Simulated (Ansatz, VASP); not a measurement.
GaB3As4: VASP beside Ansatz

Contents of INCAR:

```
PREC = Accurate
ENCUT = 600
EDIFF = 1E-6
ISMEAR = 0
SIGMA = 0.1
LREAL = F
LASPH = T
NELM = 100
ALGO = Normal
ISIF = 3
LWAVE = F
LCHARG = F
GGA = PE
IBRION = 2
NSW = 90
EDIFFG = -0.04
```

The input KPOINTS:

```
regular mesh
0
Gamma
  4 4 4
```

Contents of POSCAR:

```
GaB3As4
1.0
    5.1574457000      0.0000000000      0.0000000000
    0.0000000000      5.1574457000      0.0000000000
    0.0000000000      0.0000000000      5.1574457000
Ga B As
1 3 4
Direct
    0.5000000000      0.5000000000      0.5000000000
    0.5000000000      0.0000000000      0.0000000000
    0.0000000000      0.0000000000      0.5000000000
    0.0000000000      0.5000000000      0.0000000000
    0.7500000000      0.2500000000      0.7500000000
    0.7500000000      0.7500000000      0.2500000000
    0.2500000000      0.2500000000      0.2500000000
    0.2500000000      0.7500000000      0.7500000000
```

Input for Ansatz:

```yaml
crystal:
  lattice:
    - [5.1574457, 0.0, 0.0]
    - [0.0, 5.1574457, 0.0]
    - [0.0, 0.0, 5.1574457]
  atoms:
    - { symbol: Ga, position: [0.5, 0.5, 0.5] }
    - { symbol: B, position: [0.5, 0.0, 0.0] }
    - { symbol: B, position: [0.0, 0.0, 0.5] }
    - { symbol: B, position: [0.0, 0.5, 0.0] }
    - { symbol: As, position: [0.75, 0.25, 0.75] }
    - { symbol: As, position: [0.75, 0.75, 0.25] }
    - { symbol: As, position: [0.25, 0.25, 0.25] }
    - { symbol: As, position: [0.25, 0.75, 0.75] }
basis:
  ecutwfc: 420
kpoints:
  mp_grid: { grid: [4, 4, 4] }
hamiltonian:
  xc: pbe
scf:
  occupations: { method: gaussian, width: 0.1 }
  lower_state_search: "off"
output:
  forces: true
  stress: true
  eigenvalues: true
relax:
  adjacent_minimum: "off"
  f_tol: 0.04
  max_steps: 70
  cell: { stress_tol: 0.4 }
```

Alike in both runs: task relaxation of cell and atoms; functional PBE; k mesh 4 × 4 × 4; occupations gaussian, width 0.1 eV; no spin polarisation.

```csv
,VASP,Ansatz
version,VASP 6.6.1,Ansatz 0.2.0
potentials or method,"VASP PAW PBE potentials, release 64 (Ga_d, B, As), cutoff 600 eV","scalar-relativistic, plane waves, PAW"
valence electrons in the cell,42,82
```

Ansatz gave:

| Property | Result |
| --- | --- |
| gap on the k mesh at the Fermi level, each at its own relaxed structure (eV) | 0.47 |
| relaxed volume (Å³/atom) | 16.19 |
| relaxed cell length with the largest relative difference (Å) | 5.059 |

Question: Estimate VASP's values.

Answer: gap on the k mesh at the Fermi level, each at its own relaxed structure (eV): 0.47; relaxed volume (Å³/atom): 16.20; relaxed cell length with the largest relative difference (Å): 5.061.

VASP's potentials hold 42 valence electrons a cell and Ansatz's 82, so a difference there can come from the potentials and not from the codes.
